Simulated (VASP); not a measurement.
CaO: single point with LDA

The system is CaO.

```
Ca O
1.0
     0.00000    2.35395    2.35395
     2.35395    0.00000    2.35395
     2.35395    2.35395    0.00000
Ca O
1 1
Direct
  0.00000 0.00000 0.00000
  0.50000 0.50000 0.50000
```

| Property | Result |
| --- | --- |
| Program | VASP 6.6.1 |
| Task | single point |
| Functional | LDA |
| Potentials or basis | VASP PAW LDA potentials, release 64 (Ca_sv, O) |
| Cutoff | 520 eV |
| k mesh | 8 × 8 × 8 |
| Occupations | gaussian, width 0.01 eV |
| Spin | no spin polarisation |
| Dipole correction | no |
| Further INCAR settings | ALGO = Normal; EDIFF = 1e-07; NBANDS = 15 |

```
Pressure               : 1.0 GPa
Band gap on the k mesh : 3.42 eV, indirect (least direct gap 3.78 eV)
```

Levels at points of the mesh, in eV from the valence-band top:
```
           k point  band 6  band 7  band 8  band 9  band 10  band 11
(0.00, 0.00, 0.00)    0.00    0.00    0.00    5.08     6.25     6.25
(0.50, 0.00, 0.00)   -2.86   -1.36   -1.36    7.24     8.64     8.64
(0.50, 0.50, 0.00)   -1.27   -0.36   -0.36    3.42     8.49     9.23
```

Run time: 5.9 s on 1 thread of Intel(R) Xeon(R) 6975P-C (Granite Rapids) (shared host), peak memory 0.14 GiB.

A k mesh can miss the band edges.
